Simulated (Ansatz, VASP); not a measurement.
Sn3PbO4: VASP beside Ansatz

```
Sn Pb O
1.0
     3.90693    0.00000    0.00000
     0.00000    3.90693    0.00000
     0.00000    0.00000   10.39566
Sn Pb O
3 1 4
Direct
  0.50000 0.50000 0.85045
  0.50000 0.50000 0.36857
  0.00000 0.00000 0.62959
  0.00000 0.00000 0.13879
  0.50000 0.00000 0.26251
  0.00000 0.50000 0.74379
  0.50000 0.00000 0.74379
  0.00000 0.50000 0.26251
```

Alike in both runs: functional PBE; k mesh 8 × 8 × 4; occupations gaussian, width 0.02 eV; no spin polarisation.

Ansatz relaxed the structure, and its values are those at the end. VASP's run is a single point on that final structure, the one shown.

|  | VASP | Ansatz |
| --- | --- | --- |
| version | VASP 6.6.1 | Ansatz 0.2.0 |
| potentials or method | VASP PAW PBE potentials, release 64 (Sn_d, Pb_d, O), cutoff 520 eV | scalar-relativistic, plane waves, PAW |
| valence electrons in the cell | 80 | 80 |

```csv
,VASP,Ansatz,Ansatz less VASP
gap on the k mesh at the Fermi level (eV),0.82,0.82,-0.004
least direct gap on the mesh (eV),1.67,1.70,+0.034
pressure (GPa),0.2,0.0,-0.15
rms of the force components (eV/Å),0.028,0.002,-0.0268
```

Neither program's run includes spin-orbit coupling.
